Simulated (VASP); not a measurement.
# TiO2 (P4_2/mnm) in VASP: single point with r2SCAN

Aim: the single point of TiO2 with r2SCAN.

All numbers are computed with VASP 6.6.1; they aren't measurements. Logs are shortened: lines on timing, memory, paths and dates and some standing lists are left out, and cuts for length are marked.

## 1. The cell of the first run

It takes space group P4_2/mnm (No. 136, tetragonal). Conventional cell: a = 4.596 Å, b = 4.596 Å, c = 2.954 Å, α = 90.00°, β = 90.00°, γ = 90.00°. Ti (site symmetry mmm) has 6 O at 1.95 to 1.98 Å within 2.6 Å. O (site symmetry m2m) has 3 Ti at 1.95 to 1.98 Å and 1 O at 2.54 Å within 2.6 Å.

## 2. Single point, r2SCAN

Contents of POSCAR:

```
TiO2
1.0
   -4.5964475549      0.0000000000      2.9540545333
    4.5964475549      0.0000000000      2.9540545333
    0.0000000000      4.5964475549     -2.9540545333
Ti O
4 8
Direct
    0.0000000000      0.5000000000      0.5000000000
    0.5000000000      0.0000000000      0.5000000000
    0.2500000000      0.2500000000      0.0000000000
    0.7500000000      0.7500000000      0.0000000000
    0.2500000000      0.9453609384      0.6953609384
    0.7500000000      0.4453609384      0.6953609384
    0.6953609384      0.5000000000      0.1953609384
    0.1953609384      0.0000000000      0.1953609384
    0.3046390616      0.5000000000      0.8046390616
    0.8046390616      0.0000000000      0.8046390616
    0.2500000000      0.5546390616      0.3046390616
    0.7500000000      0.0546390616      0.3046390616
```

Contents of INCAR.step1:

```
SYSTEM = TiO2
ALGO = Normal ; EDIFF = 1E-4
ENCUT = 520 ; GGA = PE
ISMEAR = 0 ; LASPH = .True.
LCHARG = .False. ; LREAL = .False.
LWAVE = .True. ; NBANDS = 60
NELM = 100 ; PREC = Accurate
SIGMA = 0.02
```

Contents of INCAR.step2:

```
SYSTEM = TiO2
ALGO = Normal ; EDIFF = 1E-7
ENCUT = 520 ; ISIF = 2
ISMEAR = 0 ; ISTART = 1
LASPH = .True. ; LCHARG = .False.
LMIXTAU = .True. ; LREAL = .False.
LWAVE = .False. ; METAGGA = R2SCAN
NBANDS = 60 ; NELM = 100
PREC = Accurate ; SIGMA = 0.02
```

Contents of KPOINTS:

```
k-points
0
Gamma
  6 6 6
  0 0 0
```

Potentials or basis: VASP PAW PBE potentials, release 64 (Ti_sv, O).

Command:

```sh
> cat potpaw_PBE.64/Ti_sv/POTCAR potpaw_PBE.64/O/POTCAR > POTCAR
> cp INCAR.step1 INCAR
> mpirun -np 1 vasp_std > vasp.out
> cp INCAR.step2 INCAR
> mpirun -np 1 vasp_std > vasp.out
```

OUTCAR:

```text
SYSTEM = TiO2
   EDIFF = 1E-7
   ENCUT = 520
   ISIF = 2
   ISMEAR = 0
   ISTART = 1
   LASPH = .True.
   LREAL = .False.
   METAGGA = R2SCAN
   NELM = 100
   PREC = Accurate

 ion  position               nearest neighbor table
   1  0.000  0.500  0.500-   5 1.95   6 1.95  11 1.95  12 1.95   7 1.98   9 1.98
   2  0.500  0.000  0.500-   5 1.95   6 1.95  11 1.95  12 1.95   8 1.98  10 1.98
   3  0.250  0.250  0.000-   7 1.95   8 1.95   9 1.95  10 1.95   5 1.98  11 1.98
   4  0.750  0.750  0.000-   7 1.95   8 1.95   9 1.95  10 1.95   6 1.98  12 1.98
   5  0.250  0.945  0.695-   1 1.95   2 1.95   3 1.98
   6  0.750  0.445  0.695-   1 1.95   2 1.95   4 1.98
   7  0.695  0.500  0.195-   3 1.95   4 1.95   1 1.98
   8  0.195  0.000  0.195-   3 1.95   4 1.95   2 1.98
   9  0.305  0.500  0.805-   3 1.95   4 1.95   1 1.98
  10  0.805  0.000  0.805-   3 1.95   4 1.95   2 1.98
  11  0.250  0.555  0.305-   1 1.95   2 1.95   3 1.98
  12  0.750  0.055  0.305-   1 1.95   2 1.95   4 1.98

  LATTYP: Found a body centered tetragonal cell.
 ALAT       =     6.5003584709
 C/A-ratio  =     0.9088897317

  Lattice vectors:

 A1 = (  -4.5964475549,   0.0000000000,   2.9540545333)
 A2 = (   4.5964475549,   0.0000000000,   2.9540545333)
 A3 = (   0.0000000000,   4.5964475549,  -2.9540545333)

Analysis of symmetry for initial positions (statically):
=====================================================================
 Subroutine PRICEL returns following result:

  LATTYP: Found a simple tetragonal cell.
 ALAT       =     4.5964475549
 C/A-ratio  =     0.6426820926

  Lattice vectors:

 A1 = (   4.5964475549,   0.0000000000,   0.0000000000)
 A2 = (   0.0000000000,   4.5964475549,   0.0000000000)
 A3 = (   0.0000000000,   0.0000000000,   2.9540545333)

   2 primitive cells build up your supercell.

 Routine SETGRP: Setting up the symmetry group for a
 body centered tetragonal supercell.

 Subroutine GETGRP returns: Found 16 space group operations
 (whereof  8 operations were pure point group operations)
 out of a pool of 16 trial point group operations.

The static configuration has the point symmetry D_2h.
 The point group associated with its full space group is D_4h.

Analysis of symmetry for dynamics (positions and initial velocities):
=====================================================================
 Subroutine PRICEL returns following result:

  LATTYP: Found a simple tetragonal cell.
 ALAT       =     4.5964475549
 C/A-ratio  =     0.6426820926

  Lattice vectors:

 A1 = (   4.5964475549,   0.0000000000,   0.0000000000)
 A2 = (   0.0000000000,   4.5964475549,   0.0000000000)
 A3 = (   0.0000000000,   0.0000000000,   2.9540545333)

   2 primitive cells build up your supercell.

 Routine SETGRP: Setting up the symmetry group for a
 body centered tetragonal supercell.

 Subroutine GETGRP returns: Found 16 space group operations
 (whereof  8 operations were pure point group operations)
 out of a pool of 16 trial point group operations.

The dynamic configuration has the point symmetry D_2h.
 The point group associated with its full space group is D_4h.

 Subroutine INISYM returns: Found 16 space group operations
 (whereof  8 operations are pure point group operations),
 and found     2 'primitive' translations

----------------------------------------------------------------------------------------

                                     Primitive cell

  volume of cell :      62.4113

  direct lattice vectors                    reciprocal lattice vectors
     4.596447555  0.000000000  0.000000000     0.217559319  0.000000000  0.000000000
     0.000000000  4.596447555  0.000000000     0.000000000  0.217559319  0.000000000
     0.000000000  0.000000000  2.954054533     0.000000000  0.000000000  0.338517786

  length of vectors
     4.596447555  4.596447555  2.954054533     0.217559319  0.217559319  0.338517786

  position of ions in fractional coordinates (direct lattice)
     0.500000000  0.500000000  0.000000000
     0.000000000  0.000000000  0.500000000
     0.695360938  0.695360938  0.500000000
     0.804639062  0.195360938  0.000000000
     0.195360938  0.804639062  0.000000000
     0.304639062  0.304639062  0.500000000

  ion indices of the primitive-cell ions
   primitive index   ion index
                 1           1
                 2           3
                 3           6
                 4           7
                 5           9
                 6          11

----------------------------------------------------------------------------------------

 KPOINTS: k-points

Automatic generation of k-mesh.
 Grid dimensions read from file:
 generate k-points for:    6    6    6

 Generating k-lattice:

  Cartesian coordinates                     Fractional coordinates (reciprocal lattice)
    -0.018129943  0.018129943  0.028209815     0.166666667  0.000000000  0.000000000
     0.018129943  0.018129943  0.028209815     0.000000000  0.166666667  0.000000000
     0.000000000  0.036259887  0.000000000     0.000000000  0.000000000  0.166666667

  Length of vectors
     0.038120642  0.038120642  0.036259887

  Shift w.r.t. Gamma in fractional coordinates (k-lattice)
     0.000000000  0.000000000  0.000000000

 Subroutine IBZKPT returns following result:
 ===========================================

 Found     30 irreducible k-points:

 Following reciprocal coordinates:
            Coordinates               Weight
  0.000000  0.000000  0.000000      1.000000
  0.166667 -0.000000  0.000000      8.000000
  0.333333 -0.000000  0.000000      8.000000
  0.500000 -0.000000  0.000000      4.000000
  0.166667  0.166667  0.000000      8.000000
  0.333333  0.166667  0.000000     16.000000
[... 16 lines left out ...]
 -0.333333 -0.333333  0.166667      8.000000
 -0.166667 -0.333333  0.166667      8.000000
 [... further k-points ...]
   k-points           NKPTS =     30   k-points in BZ     NKDIM =     30   number of bands    NBANDS=     60
   number of dos      NEDOS =    301   number of ions     NIONS =     12
   total plane-waves  NPLWV =  74088
   dimension x,y,z NGX =    42 NGY =   42 NGZ =   42
   dimension x,y,z NGXF=    84 NGYF=   84 NGZF=   84
   ions per type =               4   8
   NGX,Y,Z   is equivalent  to a cutoff of  12.78, 12.78, 12.78 a.u.
   NGXF,Y,Z  is equivalent  to a cutoff of  25.56, 25.56, 25.56 a.u.
 SYSTEM =  TiO2
   PREC   = accura    normal or accurate (medium, high low for compatibility)
   ISTART =      1    job   : 0-new  1-cont  2-samecut
   ICHARG =      0    charge: 1-file 2-atom 10-const
   ISPIN  =      1    spin polarized calculation?
   LNONCOLLINEAR =      F non collinear calculations
   LSORBIT =      F    spin-orbit coupling
   LASPH  =      T    aspherical Exc in radial PAW
   ENCUT  =  520.0 eV  38.22 Ry    6.18 a.u.  10.16 10.16 10.16*2*pi/ulx,y,z
   NELM   =    100;   NELMIN=  2; NELMDL=  0     # of ELM steps
   EDIFF  = 0.1E-06   stopping-criterion for ELM
   LREAL  =      F    real-space projection
   EDIFFG = 0.1E-05   stopping-criterion for IOM
   NSW    =      0    number of steps for IOM
   IBRION =     -1    ionic relax: 0-MD 1-quasi-New 2-CG
   NFREE  =      0    steps in history (QN), initial steepest desc. (CG)
   ISIF   =      2    stress and relaxation
   ISYM   =      2    0-nonsym 1-usesym 2-fastsym
   POTIM  = 0.5000    time-step for ionic-motion
   TEBEG  =    0.0;   TEEND  =   0.0 temperature during run
   PSTRESS=    0.0 pullay stress
   NELECT =      96.0000    total number of electrons
   NUPDOWN=      -1.0000    fix difference up-down
   EMIN   =  10.00;   EMAX   =-10.00  energy-range for DOS
   EFERMI =   0.00;   METHOD = LEGACY
   ISMEAR =     0;   SIGMA  =   0.02  broadening in eV -4-tet -1-fermi 0-gaus
   EFERMI_NEDOS =   21; number of points for ismear=-14 and -15
   IALGO  =     38    algorithm
   IMIX   =      4    mixing-type and parameters
     AMIX     =   0.40;   BMIX     =  1.00
     AMIX_MAG =   1.60;   BMIX_MAG =  1.00
  volume/ion in A,a.u.               =      10.40        70.20
  Fermi-wavevector in a.u.,A,eV,Ry     =   1.499918  2.834434 30.609764  2.249754
  Thomas-Fermi vector in A             =   2.611486
   LORBIT       =      0    0 simple, 1 ext, 2 COOP (PROOUT), +10 PAW based schemes
   METAGGA = R2SCAN    functional components
   LHFCALC =     F    Hartree Fock is set to
   AEXX    =    0.0000 exact exchange contribution
   IVDW    =     0    specifies the selected vdW correction
   LEPSILON=     F    determine dielectric tensor
   LRPA    =     F    only Hartree local field effects (RPA)
 non-spin polarized calculation
 Gauss-broadening in eV      SIGMA  =   0.02
  energy-cutoff  :      520.00
  volume of cell :      124.82
 maximum number of plane-waves:      3382
 NGX is ok and might be reduce to    42
   NGX = 21   NGY = 21   NGZ = 21

 number of electron      95.9999975 magnetization

 Free energy of the ion-electron system (eV)
  ---------------------------------------------------
  ext. energy  EPLUGINS =         0.00000000
  ---------------------------------------------------
  free energy    TOTEN  =      -139.58844975 eV

  energy without entropy =     -139.58844975  energy(sigma->0) =     -139.58844975

 E-fermi :   4.6729     XC(G=0): -12.1569

 val. band max:        4.5444028675   @ k =   0.0000   0.0000   0.0000
 cond. band min:       6.7734606002   @ k =   0.0000   0.0000   0.0000
 fundamental gap:      2.2290577327
 Fermi energy:         4.6728573167

 k-point     1 :       0.0000    0.0000    0.0000
  band No.  band energies     occupation
      1     -54.5983      2.00000
      2     -54.5805      2.00000
      3     -54.5479      2.00000
      4     -54.5479      2.00000
      5     -30.0971      2.00000
      6     -30.0971      2.00000
[... 1501 lines left out ...]
     59       8.3186      0.00000
     60       8.9823      0.00000

 [... further k-points ...]

------------------------ aborting loop because EDIFF is reached ----------------------------------------

  FORCE on cell =-STRESS in cart. coord.  units (eV):
  Direction    XX          YY          ZZ          XY          YZ          ZX
  --------------------------------------------------------------------------------------
  -------------------------------------------------------------------------------------
  Total        0.8038754      0.8038754      1.3228966     -0.0000000      0.0000000      0.0000000
  in kB       10.3182539     10.3182539     16.9802215     -0.0000000      0.0000000      0.0000000
  external PRESSURE =      12.5389098 kB  Pullay stress =       0.0000000 kB

 VOLUME and BASIS-vectors are now :
 -----------------------------------------------------------------------------
  energy-cutoff  :      520.00
  volume of cell :      124.82
      direct lattice vectors                 reciprocal lattice vectors
    -4.596447555  0.000000000  2.954054533    -0.108779660  0.108779660  0.169258893
     4.596447555  0.000000000  2.954054533     0.108779660  0.108779660  0.169258893
     0.000000000  4.596447555 -2.954054533     0.000000000  0.217559319  0.000000000

 POSITION                                       TOTAL-FORCE (eV/Angst)
 -----------------------------------------------------------------------------------
      2.29822      2.29822      0.00000         0.000000      0.000000     -0.000000
     -2.29822      2.29822      0.00000         0.000000      0.000000     -0.000000
      0.00000      0.00000      1.47703         0.000000      0.000000      0.000000
      0.00000      0.00000      4.43108         0.000000      0.000000      0.000000
      3.19619      3.19619      1.47703         0.022974      0.022974      0.000000
     -1.40026      3.19619      1.47703         0.022974      0.022974      0.000000
     -0.89797      0.89797      2.95405        -0.022974      0.022974      0.000000
     -0.89797      0.89797      0.00000        -0.022974      0.022974      0.000000
      0.89797      3.69848      0.00000         0.022974     -0.022974     -0.000000
     -3.69848      3.69848      0.00000         0.022974     -0.022974     -0.000000
      1.40026      1.40026      1.47703        -0.022974     -0.022974     -0.000000
     -3.19619      1.40026      1.47703        -0.022974     -0.022974     -0.000000
 -----------------------------------------------------------------------------------
    total drift:                               -0.000000     -0.000000      0.000000

  FREE ENERGIE OF THE ION-ELECTRON SYSTEM (eV)
  ---------------------------------------------------
  free  energy   TOTEN  =      -139.5884497478 eV

  energy  without entropy=     -139.5884497478  energy(sigma->0) =     -139.58844975
```

Wall time 24 min (1 thread of Intel Xeon 8259CL, shared host); peak memory 0.39 GiB.

Results:

| Quantity | Value |
| --- | --- |
| Free energy | -139.5884 eV |
| Pressure | 1.3 GPa |
| Largest force | 0.032 eV/Å |
| Band gap on the k mesh | 2.23 eV |

Forces on the atoms (eV/Å):
```
Ti   0.000  0.000  0.000
Ti   0.000  0.000  0.000
Ti   0.000  0.000  0.000
Ti   0.000  0.000  0.000
O    0.023  0.023  0.000
O    0.023  0.023  0.000
O   -0.023  0.023  0.000
O   -0.023  0.023  0.000
O    0.023 -0.023  0.000
O    0.023 -0.023  0.000
O   -0.023 -0.023  0.000
O   -0.023 -0.023  0.000
```

Caveat: the PAW data sets were made with another functional, which shifts forces and pressure a little. A k mesh can miss the band edges.
